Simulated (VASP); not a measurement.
Here is a VASP 6.6.1 calculation.

File INCAR:

```
SYSTEM = In3Se
PREC = Accurate
ENCUT = 520
EDIFF = 1E-7
ISMEAR = 0
SIGMA = 0.15
LREAL = .False.
LASPH = .True.
NELM = 100
ALGO = Normal
ISIF = 2
LWAVE = .False.
LCHARG = .False.
GGA = PE
IVDW = 12
NBANDS = 30
```

Contents of KPOINTS:

```
Automatic mesh
0
Gamma
  8 8 8
  0 0 0
```

POSCAR

```
In3Se
1.0
    3.9956887392      0.0000000000      0.0000000000
    0.0000000000      3.9956887392      0.0000000000
    0.0000000000      0.0000000000      4.7008102814
In Se
3 1
Direct
    0.0000000000      0.5000000000      0.5000000000
    0.5000000000      0.0000000000      0.5000000000
    0.5000000000      0.5000000000      0.0000000000
    0.0000000000      0.0000000000      0.0000000000
```

Potentials or basis: VASP PAW PBE potentials, release 64 (In_d, Se).

Run with:

```bash
$ cat potpaw_PBE.64/In_d/POTCAR potpaw_PBE.64/Se/POTCAR > POTCAR
$ mpirun -np 1 vasp_std > vasp.out
```

(1) What does it give for the pressure?

(2) Predict the band gap on the k mesh.

(3) Predict the dispersion energy per atom.

Answers

(1) 28.9 GPa.

(2) zero (an odd number of electrons rules out a gap without spin polarisation).

(3) -0.475 eV.

Caveat: the cell stands under pressure; spin-orbit coupling is left out, which moves the levels of the heavy elements.
